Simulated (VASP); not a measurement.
Input of a VASP 6.6.1 run:

INCAR

```
SYSTEM = H6C2SO
  ALGO = Normal
  EDIFF = 1E-6
  ENCUT = 520
  GGA = PE
  ISIF = 2
  ISMEAR = 0
  IVDW = 12
  LASPH = .TRUE.
  LCHARG = .FALSE.
  LREAL = Auto
  LWAVE = .FALSE.
  NBANDS = 78
  NELM = 60
  PREC = Accurate
  SIGMA = 0.1
```

KPOINTS

```
k-points
0
G
  4 4 2
  0 0 0
```

Contents of POSCAR:

```
H6C2SO
1.0
    5.2677192244      0.0000000000     -0.0049661767
    0.0000000000      6.7785119335      0.0000000000
   -0.9598749427      0.0000000000     11.1188250845
H C S O
24 8 4 4
Direct
    0.2391727962      0.9201624376      0.0324482949
    0.7608272038      0.4201624376      0.4675517051
    0.7608272038      0.0798375624      0.9675517051
    0.2391727962      0.5798375624      0.5324482949
    0.2604914948      0.8082509883      0.1811724389
    0.7395085052      0.3082509883      0.3188275611
    0.7395085052      0.1917490117      0.8188275611
    0.2604914948      0.6917490117      0.6811724389
    0.5236723978      0.9510789880      0.1349426452
    0.4763276022      0.4510789880      0.3650573548
    0.4763276022      0.0489210120      0.8650573548
    0.5236723978      0.5489210120      0.6349426452
    0.2163493951      0.2956409176     -0.0015096063
    0.7836506049      0.7956409176      0.5015096063
    0.7836506049      0.7043590824      1.0015096063
    0.2163493951      0.2043590824      0.4984903937
    0.2269671946      0.4738446294      0.1195937568
    0.7730328054      0.9738446294      0.3804062432
    0.7730328054      0.5261553706      0.8804062432
    0.2269671946      0.0261553706      0.6195937568
    0.5027534351      0.3251176713      0.0986574245
    0.4972465649      0.8251176713      0.4013425755
    0.4972465649      0.6748823287      0.9013425755
    0.5027534351      0.1748823287      0.5986574245
    0.3156933961      0.9337158407      0.1268943221
    0.6843066039      0.4337158407      0.3731056779
    0.6843066039      0.0662841593      0.8731056779
    0.3156933961      0.5662841593      0.6268943221
    0.2934548201      0.3298042442      0.0906741139
    0.7065451799      0.8298042442      0.4093258861
    0.7065451799      0.6701957558      0.9093258861
    0.2934548201      0.1701957558      0.5906741139
    0.1826323557      0.1484370791      0.1930460509
    0.8173676443      0.6484370791      0.3069539491
    0.8173676443      0.8515629209      0.8069539491
    0.1826323557      0.3515629209      0.6930460509
    0.8945402084      0.1349382644      0.1670857833
    0.1054597916      0.6349382644      0.3329142167
    0.1054597916      0.8650617356      0.8329142167
    0.8945402084      0.3650617356      0.6670857833
```

Potentials or basis: VASP PAW PBE potentials, release 64 (H, C, S, O).

Launch:

```bash
$ cat potpaw_PBE.64/H/POTCAR potpaw_PBE.64/C/POTCAR potpaw_PBE.64/S/POTCAR potpaw_PBE.64/O/POTCAR > POTCAR
$ mpirun -np 1 vasp_std > vasp.out
```

**Question.** Estimate the largest force.

**Answer.** 0.106 eV/Å.

**Question.** Estimate the band gap on the k mesh.

**Answer.** 4.19 eV.

**Question.** Predict the pressure.

**Answer.** -0.5 GPa.

Forces in eV/Å, atoms in the order of the input:
```
H   -0.003 -0.001  0.000
H    0.003 -0.001  0.000
H    0.003  0.001  0.000
H   -0.003  0.001  0.000
H   -0.001 -0.004 -0.003
H    0.001 -0.004  0.003
H    0.001  0.004  0.003
H   -0.001  0.004 -0.003
H    0.015  0.006  0.008
H   -0.015  0.006 -0.008
H   -0.015 -0.006 -0.008
H    0.015 -0.006  0.008
H   -0.005 -0.018  0.004
H    0.005 -0.018 -0.004
H    0.005  0.018 -0.004
H   -0.005  0.018  0.004
H   -0.019 -0.001  0.019
H    0.019 -0.001 -0.019
H    0.019  0.001 -0.019
H   -0.019  0.001  0.019
H   -0.010 -0.009  0.002
H    0.010 -0.009 -0.002
H    0.010  0.009 -0.002
H   -0.010  0.009  0.002
C   -0.056  0.050  0.032
C    0.056  0.050 -0.032
C    0.056 -0.050 -0.032
C   -0.056 -0.050  0.032
C    0.007 -0.014  0.002
C   -0.007 -0.014 -0.002
C   -0.007  0.014 -0.002
C    0.007  0.014  0.002
S   -0.069 -0.013 -0.079
S    0.069 -0.013  0.079
S    0.069  0.013  0.079
S   -0.069  0.013 -0.079
O    0.102  0.002  0.023
O   -0.102  0.002 -0.023
O   -0.102 -0.002 -0.023
O    0.102 -0.002  0.023
```

A k mesh can miss the band edges. Expect the measured gap to be larger: semilocal functionals such as PBE lack the derivative discontinuity.
